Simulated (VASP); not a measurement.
Lu3Bi: relaxation of cell and atoms with PBE

The system is Lu3Bi.

```xyz
4
Lattice="0.0000 4.0029 4.0029 4.0029 0.0000 4.0029 4.0029 4.0029 0.0000" Properties=species:S:1:pos:R:3 pbc="T T T"
Lu    2.0014    2.0014    2.0014
Lu    6.0043    6.0043    6.0043
Lu    4.0029    4.0029    4.0029
Bi    0.0000    0.0000    0.0000
```

```yaml
Program: VASP 6.6.1
Task: relaxation of cell and atoms
Functional: PBE
Potentials_or_basis: VASP PAW PBE potentials, release 64 (Lu, Bi_d)
Cutoff: 600 eV
k_mesh: 4 × 4 × 4
Occupations: gaussian, width 0.1 eV
Spin: no spin polarisation
Dipole_correction: no
Further_INCAR_settings: ALGO = Normal; EDIFF = 1e-06; IBRION = 2; EDIFFG = -0.04; NSW = 90; ISIF = 3
```

```yaml
Relaxed_volume: 27.86 Å³/atom
Relaxed_cell: a = 5.401 Å, b = 5.401 Å, c = 5.401 Å, α = 60.00°, β = 60.00°, γ = 60.00°
Space_group_after_relaxing_to_0.05_Å: Fm-3m (No. 225)
Energy_gained_by_relaxing: 70.0 meV/atom
Ionic_steps: 3
Pressure_after_relaxing: 0.0 GPa
Band_gap_on_the_k_mesh: zero (band 45 reaches 4.77 eV, above the bottom of band 46 at 4.34 eV)
```

Step by step:
```tsv
step	energy change (eV)	largest force (eV/Å)	pressure (GPa)	volume (Å³)
1	0.0000	0.0000	-4.51	128.28
2	-0.2798	0.0000	-0.36	112.25
3	-0.2801	0.0000	-0.02	111.43
```

Final structure:
```
CELL_PARAMETERS angstrom
0.00000 3.81940 3.81940
3.81940 0.00000 3.81940
3.81940 3.81940 0.00000
ATOMIC_POSITIONS crystal
Lu 0.25000 0.25000 0.25000
Lu 0.75000 0.75000 0.75000
Lu 0.50000 0.50000 0.50000
Bi 0.00000 0.00000 0.00000
```

Levels at points of the mesh, in eV from the Fermi level:
```tsv
k point	band 42	band 43	band 44	band 45	band 46	band 47	band 48	band 49
(0.00, 0.00, 0.00)	-2.82	-2.82	-1.17	-1.17	0.25	0.25	0.25	3.26
(0.50, 0.00, 0.00)	-2.95	-1.04	-0.62	0.07	0.07	0.15	0.15	1.80
(0.50, 0.50, 0.00)	-2.53	-2.53	-2.23	0.32	0.55	0.55	1.41	1.59
```

It took 2.9 min on 1 thread of Intel(R) Xeon(R) Platinum 8559C (Emerald Rapids), with other jobs on the host, peak memory 0.38 GiB.

Caveat: spin-orbit coupling is left out, which moves the levels of the heavy elements.
